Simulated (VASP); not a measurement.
# CaScC4N4 (P4/mmm) in VASP: single point with PBE

Aim: the single point of CaScC4N4 with PBE.

Program: VASP 6.6.1. These are calculated values, not measurements. Logs are shortened: lines on timing, memory, paths and dates and some standing lists are left out, and cuts for length are marked.

### 1 The cell of the first run

Symmetry: P4/mmm, No. 123, tetragonal system. Conventional cell: a = 8.270 Å, b = 8.270 Å, c = 4.219 Å, α = 90.00°, β = 90.00°, γ = 90.00°. Within 3.3 Å of Ca (site symmetry 4/mmm) lie 4 C at 2.50 Å. Sc (site symmetry 4/mmm) has 4 N at 2.18 Å within 2.9 Å. Within 1.6 Å of C (site symmetry m2m) lie 1 N at 1.17 Å. N (site symmetry m2m) has 1 C at 1.17 Å within 1.6 Å.

### 2 Single point, PBE, collinear spin, ferromagnetic start

INCAR reads:

```
SYSTEM = CaScC4N4
ALGO     = Normal         ! electronic algorithm
EDIFF    = 1E-6           ! SCF threshold, eV
ENCUT    = 520            ! plane-wave cutoff, eV
GGA      = PE             ! functional
ISIF     = 2              ! what is computed and relaxed
ISMEAR   = 0              ! smearing method
ISPIN    = 2              ! spin polarisation
LASPH    = .True.         ! aspherical terms in the spheres
LCHARG   = .False.        ! write CHGCAR
LMAXMIX  = 4              ! l up to which the mixer works
LORBIT   = 11             ! projections on sites
LREAL    = .False.        ! projectors in reciprocal space
LWAVE    = .False.        ! write WAVECAR
MAGMOM   = 0 0 1 1 1 1 1 1 1 1 ! initial moments
NBANDS   = 44             ! bands
NELM     = 150            ! most SCF steps
PREC     = Accurate       ! precision mode
SIGMA    = 0.1            ! smearing width, eV
```

KPOINTS reads:

```
k-points
0
Gamma
  2 2 4
  0 0 0
```

POSCAR reads:

```
CaScC4N4
1.0
    8.2699468277      0.0000000000      0.0000000000
    0.0000000000      8.2699468277      0.0000000000
    0.0000000000      0.0000000000      4.2190875122
Ca Sc C N
1 1 4 4
Direct
    0.0000000000      0.0000000000      0.0000000000
    0.5000000000      0.5000000000      0.0000000000
    0.2136434254      0.7863565746      0.0000000000
    0.7863565746      0.2136434254      0.0000000000
    0.2136434254      0.2136434254      0.0000000000
    0.7863565746      0.7863565746      0.0000000000
    0.3138734041      0.6861265959      0.0000000000
    0.6861265959      0.3138734041      0.0000000000
    0.3138734041      0.3138734041      0.0000000000
    0.6861265959      0.6861265959      0.0000000000
```

Potentials or basis: VASP PAW PBE potentials, release 64 (Ca_sv, Sc_sv, C, N).

Run with:

```console
> cat potpaw_PBE.64/Ca_sv/POTCAR potpaw_PBE.64/Sc_sv/POTCAR potpaw_PBE.64/C/POTCAR potpaw_PBE.64/N/POTCAR > POTCAR
> mpirun -np 1 vasp_std > vasp.out
```

OUTCAR:

```text
SYSTEM = CaScC4N4
   EDIFF = 1E-6
   ENCUT = 520
   GGA = PE
   ISIF = 2
   ISMEAR = 0
   ISPIN = 2
   LASPH = .True.
   LORBIT = 11
   LREAL = .False.
   NELM = 150
   PREC = Accurate

 ion  position               nearest neighbor table
   1  0.000  0.000  0.000-   3 2.50   4 2.50   5 2.50   6 2.50
   2  0.500  0.500  0.000-   7 2.18   8 2.18   9 2.18  10 2.18
   3  0.214  0.786  0.000-   7 1.17   1 2.50
   4  0.786  0.214  0.000-   8 1.17   1 2.50
   5  0.214  0.214  0.000-   9 1.17   1 2.50
   6  0.786  0.786  0.000-  10 1.17   1 2.50
   7  0.314  0.686  0.000-   3 1.17   2 2.18
   8  0.686  0.314  0.000-   4 1.17   2 2.18
   9  0.314  0.314  0.000-   5 1.17   2 2.18
  10  0.686  0.686  0.000-   6 1.17   2 2.18

  LATTYP: Found a simple tetragonal cell.
 ALAT       =     8.2699468277
 C/A-ratio  =     0.5101710567

  Lattice vectors:

 A1 = (   8.2699468277,   0.0000000000,   0.0000000000)
 A2 = (   0.0000000000,   8.2699468277,   0.0000000000)
 A3 = (   0.0000000000,   0.0000000000,   4.2190875122)

Analysis of symmetry for initial positions (statically):
=====================================================================
 Subroutine PRICEL returns:
 Original cell was already a primitive cell.

 Routine SETGRP: Setting up the symmetry group for a
 simple tetragonal supercell.

 Subroutine GETGRP returns: Found 16 space group operations
 (whereof 16 operations were pure point group operations)
 out of a pool of 16 trial point group operations.

The static configuration has the point symmetry D_4h.

Analysis of symmetry for dynamics (positions and initial velocities):
=====================================================================
 Subroutine PRICEL returns:
 Original cell was already a primitive cell.

 Routine SETGRP: Setting up the symmetry group for a
 simple tetragonal supercell.

 Subroutine GETGRP returns: Found 16 space group operations
 (whereof 16 operations were pure point group operations)
 out of a pool of 16 trial point group operations.

The dynamic configuration has the point symmetry D_4h.

Analysis of structural, dynamic, and magnetic symmetry:
=====================================================================
 Subroutine PRICEL returns:
 Original cell was already a primitive cell.

 Routine SETGRP: Setting up the symmetry group for a
 simple tetragonal supercell.

 Subroutine GETGRP returns: Found 16 space group operations
 (whereof 16 operations were pure point group operations)
 out of a pool of 16 trial point group operations.

The overall configuration has the point symmetry D_4h.

 Subroutine INISYM returns: Found 16 space group operations
 (whereof 16 operations are pure point group operations),
 and found     1 'primitive' translations

----------------------------------------------------------------------------------------

                                     Primitive cell

  volume of cell :     288.5519

  direct lattice vectors                    reciprocal lattice vectors
     8.269946828  0.000000000  0.000000000     0.120919762  0.000000000  0.000000000
     0.000000000  8.269946828  0.000000000     0.000000000  0.120919762  0.000000000
     0.000000000  0.000000000  4.219087512     0.000000000  0.000000000  0.237018075

  length of vectors
     8.269946828  8.269946828  4.219087512     0.120919762  0.120919762  0.237018075

  position of ions in fractional coordinates (direct lattice)
     0.000000000  0.000000000  0.000000000
     0.500000000  0.500000000  0.000000000
     0.213643425  0.786356575  0.000000000
     0.786356575  0.213643425  0.000000000
     0.213643425  0.213643425  0.000000000
     0.786356575  0.786356575  0.000000000
     0.313873404  0.686126596  0.000000000
     0.686126596  0.313873404  0.000000000
     0.313873404  0.313873404  0.000000000
     0.686126596  0.686126596  0.000000000

  ion indices of the primitive-cell ions
   primitive index   ion index
                 1           1
                 2           2
                 3           3
                 4           4
                 5           5
                 6           6
[... 50 lines left out ...]
 SYSTEM =  CaScC4N4
   PREC   = accura    normal or accurate (medium, high low for compatibility)
   ISTART =      0    job   : 0-new  1-cont  2-samecut
   ICHARG =      2    charge: 1-file 2-atom 10-const
   ISPIN  =      2    spin polarized calculation?
   LNONCOLLINEAR =      F non collinear calculations
   LSORBIT =      F    spin-orbit coupling
   LASPH  =      T    aspherical Exc in radial PAW
   ENCUT  =  520.0 eV  38.22 Ry    6.18 a.u.  15.38 15.38  7.84*2*pi/ulx,y,z
   NELM   =    150;   NELMIN=  2; NELMDL= -5     # of ELM steps
   EDIFF  = 0.1E-05   stopping-criterion for ELM
   LREAL  =      F    real-space projection
   EDIFFG = 0.1E-04   stopping-criterion for IOM
   NSW    =      0    number of steps for IOM
   IBRION =     -1    ionic relax: 0-MD 1-quasi-New 2-CG
   NFREE  =      0    steps in history (QN), initial steepest desc. (CG)
   ISIF   =      2    stress and relaxation
   ISYM   =      2    0-nonsym 1-usesym 2-fastsym
   POTIM  = 0.5000    time-step for ionic-motion
   TEBEG  =    0.0;   TEEND  =   0.0 temperature during run
   PSTRESS=    0.0 pullay stress
   NELECT =      57.0000    total number of electrons
   NUPDOWN=      -1.0000    fix difference up-down
   EMIN   =  10.00;   EMAX   =-10.00  energy-range for DOS
   EFERMI =   0.00;   METHOD = LEGACY
   ISMEAR =     0;   SIGMA  =   0.10  broadening in eV -4-tet -1-fermi 0-gaus
   EFERMI_NEDOS =   21; number of points for ismear=-14 and -15
   IALGO  =     38    algorithm
   IMIX   =      4    mixing-type and parameters
     AMIX     =   0.40;   BMIX     =  1.00
     AMIX_MAG =   1.60;   BMIX_MAG =  1.00
  volume/ion in A,a.u.               =      28.86       194.72
  Fermi-wavevector in a.u.,A,eV,Ry     =   0.953437  1.801734 12.368257  0.909041
  Thomas-Fermi vector in A             =   2.082091
   LORBIT       =     11    0 simple, 1 ext, 2 COOP (PROOUT), +10 PAW based schemes
   GGA     = PE    functional components
   LHFCALC =     F    Hartree Fock is set to
   AEXX    =    0.0000 exact exchange contribution
   IVDW    =     0    specifies the selected vdW correction
   LEPSILON=     F    determine dielectric tensor
   LRPA    =     F    only Hartree local field effects (RPA)
 spin polarized calculation
 Gauss-broadening in eV      SIGMA  =   0.10
  energy-cutoff  :      520.00
  volume of cell :      288.55
 maximum number of plane-waves:      7824
 NGX is ok and might be reduce to    64
   NGX = 31   NGY = 31   NGZ = 15

 number of electron      56.9999999 magnetization       0.9485080

 Free energy of the ion-electron system (eV)
  ---------------------------------------------------
  ext. energy  EPLUGINS =         0.00000000
  ---------------------------------------------------
  free energy    TOTEN  =       -78.52266468 eV

  energy without entropy =      -78.50816354  energy(sigma->0) =      -78.51541411

 E-fermi :  -0.0647     XC(G=0):  -6.0309

 val. band max:       -0.0661070776   @ k =   0.5000   0.0000   0.5000
 cond. band min:      -0.0182266389   @ k =   0.0000   0.0000   0.0000
 fundamental gap:      0.0478804387
 Fermi energy:        -0.0647255865

 spin component 1

 k-point     1 :       0.0000    0.0000    0.0000
  band No.  band energies     occupation
      1     -51.0397      1.00000
      2     -42.3886      1.00000
      3     -29.7620      1.00000
      4     -29.6413      1.00000
      5     -29.6413      1.00000
      6     -23.6735      1.00000
[... 376 lines left out ...]
     39       2.9099      0.00000
     40       3.2112      0.00000
 Fermi energy:        -0.0647255865

 spin component 2

 k-point     1 :       0.0000    0.0000    0.0000
  band No.  band energies     occupation
      1     -50.6490      1.00000
      2     -42.3772      1.00000
      3     -29.3315      1.00000
      4     -29.3315      1.00000
      5     -29.1792      1.00000
      6     -23.6637      1.00000
[... 376 lines left out ...]
     39       2.9400      0.00000
     40       3.2309      0.00000
 [bands above 40 left out]

------------------------ aborting loop because EDIFF is reached ----------------------------------------

  FORCE on cell =-STRESS in cart. coord.  units (eV):
  Direction    XX          YY          ZZ          XY          YZ          ZX
  --------------------------------------------------------------------------------------
  -------------------------------------------------------------------------------------
  Total        1.0483535      1.0483535      0.1983143      0.0000000      0.0000000     -0.0000000
  in kB        5.8209564      5.8209564      1.1011354      0.0000000      0.0000000     -0.0000000
  external PRESSURE =       4.2476827 kB  Pullay stress =       0.0000000 kB

 VOLUME and BASIS-vectors are now :
 -----------------------------------------------------------------------------
  energy-cutoff  :      520.00
  volume of cell :      288.55
      direct lattice vectors                 reciprocal lattice vectors
     8.269946828  0.000000000  0.000000000     0.120919762  0.000000000  0.000000000
     0.000000000  8.269946828  0.000000000     0.000000000  0.120919762  0.000000000
     0.000000000  0.000000000  4.219087512     0.000000000  0.000000000  0.237018075

 POSITION                                       TOTAL-FORCE (eV/Angst)
 -----------------------------------------------------------------------------------
      0.00000      0.00000      0.00000         0.000000     -0.000000     -0.000000
      4.13497      4.13497      0.00000         0.000000     -0.000000     -0.000000
      1.76682      6.50313      0.00000        -0.218270      0.218270      0.000000
      6.50313      1.76682      0.00000         0.218270     -0.218270     -0.000000
      1.76682      1.76682      0.00000        -0.218270     -0.218270     -0.000000
      6.50313      6.50313      0.00000         0.218270      0.218270     -0.000000
      2.59572      5.67423      0.00000         0.148685     -0.148685      0.000000
      5.67423      2.59572      0.00000        -0.148685      0.148685     -0.000000
      2.59572      2.59572      0.00000         0.148685      0.148685      0.000000
      5.67423      5.67423      0.00000        -0.148685     -0.148685     -0.000000
 -----------------------------------------------------------------------------------
    total drift:                                0.000000     -0.000000      0.000000

  FREE ENERGIE OF THE ION-ELECTRON SYSTEM (eV)
  ---------------------------------------------------
  free  energy   TOTEN  =       -78.5226646753 eV

  energy  without entropy=      -78.5081635441  energy(sigma->0) =      -78.51541411

 total charge

# of ion       s       p       d       tot
------------------------------------------
    1        2.036   5.866   0.203   8.106
    2        2.190   6.163   0.961   9.314
    3        0.975   1.588   0.000   2.563
    4        0.975   1.588   0.000   2.563
    5        0.975   1.588   0.000   2.563
    6        0.975   1.588   0.000   2.563
    7        1.313   2.594   0.000   3.907
    8        1.313   2.594   0.000   3.907
    9        1.313   2.594   0.000   3.907
   10        1.313   2.594   0.000   3.907
--------------------------------------------------
tot         13.376  28.757   1.165  43.297

 magnetization (x)

# of ion       s       p       d       tot
------------------------------------------
    1        0.000   0.001   0.011   0.012
    2        0.040   0.011   0.421   0.472
    3        0.000   0.008   0.000   0.008
    4        0.000   0.008   0.000   0.008
    5        0.000   0.008   0.000   0.008
    6        0.000   0.008   0.000   0.008
    7       -0.000  -0.003   0.000  -0.003
    8       -0.000  -0.003   0.000  -0.003
    9       -0.000  -0.003   0.000  -0.003
   10       -0.000  -0.003   0.000  -0.003
--------------------------------------------------
tot          0.040   0.034   0.432   0.506
```

Run time: 7.4 min. Hardware: 1 thread of AMD EPYC, shared host; peak memory 0.53 GiB.

Results:

* Free energy: -78.5227 eV
* Pressure: 0.4 GPa
* Largest force: 0.309 eV/Å
* Net moment: 0.95 μB per cell
* Site moments: Ca +0.01; Sc +0.47; C +0.01; N -0.00 μB
* Valence electrons inside the program's atomic spheres: Ca 8.11; Sc 9.31; C 2.56; N 3.91

Forces in eV/Å, atoms in the order of the input:
```
Ca   0.000  0.000  0.000
Sc   0.000  0.000  0.000
C   -0.218  0.218  0.000
C    0.218 -0.218  0.000
C   -0.218 -0.218  0.000
C    0.218  0.218  0.000
N    0.149 -0.149  0.000
N   -0.149  0.149  0.000
N    0.149  0.149  0.000
N   -0.149 -0.149  0.000
```

Caveat: the k points lie up to 0.38 Å⁻¹ apart.
